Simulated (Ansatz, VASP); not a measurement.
# SnSe in VASP and in Ansatz

The input INCAR:

```
PREC     = Accurate       # precision mode
ENCUT    = 520            # plane-wave cutoff, eV
EDIFF    = 1E-8           # SCF threshold, eV
ISMEAR   = -1             # smearing method
SIGMA    = 0.02           # smearing width, eV
LREAL    = F              # projectors in reciprocal space
LASPH    = T              # aspherical terms in the spheres
NELM     = 100            # most SCF steps
ALGO     = Normal         # electronic algorithm
ISIF     = 2              # what is computed and relaxed
LWAVE    = F              # write WAVECAR
LCHARG   = F              # write CHGCAR
LEFG     = T            
NBANDS   = 17             # bands
```

The input KPOINTS:

```
Automatic mesh
0
Gamma
  9 9 9
```

Contents of POSCAR:

```
SnSe
1.0
    0.0000000000      3.1003000000      3.0100000000
    3.1003000000      0.0000000000      3.0100000000
    3.1003000000      3.1003000000      0.0000000000
Sn Se
1 1
Direct
    0.0000000000      0.0000000000      0.0000000000
    0.5000000000      0.5000000000      0.5000000000
```

Input for Ansatz:

```yaml
crystal:
  lattice:
    - [0.0, 3.1003, 3.01]
    - [3.1003, 0.0, 3.01]
    - [3.1003, 3.1003, 0.0]
  atoms:
    - { symbol: Sn, position: [0.0, 0.0, 0.0] }
    - { symbol: Se, position: [0.5, 0.5, 0.5] }
kpoints:
  mp_grid: { grid: [9, 9, 9] }
scf:
  occupations: { method: fermi_dirac, width: 0.02 }
hamiltonian:
  xc: lda
  pseudopotentials: { kind: all_electron, datasets: crystal }
output:
  forces: true
  stress: true
  eigenvalues: true
  efg: { contact_densities: true }
```

Change from the starting cell: equal xx and yy strain of +3 %, crystal datasets.

Alike in both runs: task electric field gradients; functional LDA; k mesh 9 × 9 × 9; occupations fermi-dirac, width 0.02 eV; no spin polarisation.

|  | VASP | Ansatz |
| --- | --- | --- |
| version | VASP 6.6.1 | Ansatz 0.2.0 |
| potentials or method | VASP PAW LDA potentials, release 64 (Sn_d, Se), cutoff 520 eV | all-electron PAW with datasets made for the crystal, scalar-relativistic |

VASP gave:

| Quantity | Value |
| --- | --- |
| pressure (GPa) | -5.4 |
| traceless stress, the component that is largest in VASP (GPa) | 1.74 |
| size of Vzz on the site where it differs most (V/Å²) | 41.4 |

Task: Estimate Ansatz's values.

Result: Pressure (GPa): -5.5; traceless stress, the component that is largest in VASP (GPa): 1.72; size of Vzz on the site where it differs most (V/Å²): 42.9.

LDA's correlation is that of Perdew and Zunger in VASP and of Perdew and Wang (1992) in Ansatz. Ansatz ran all-electron here, and VASP with PAW potentials.
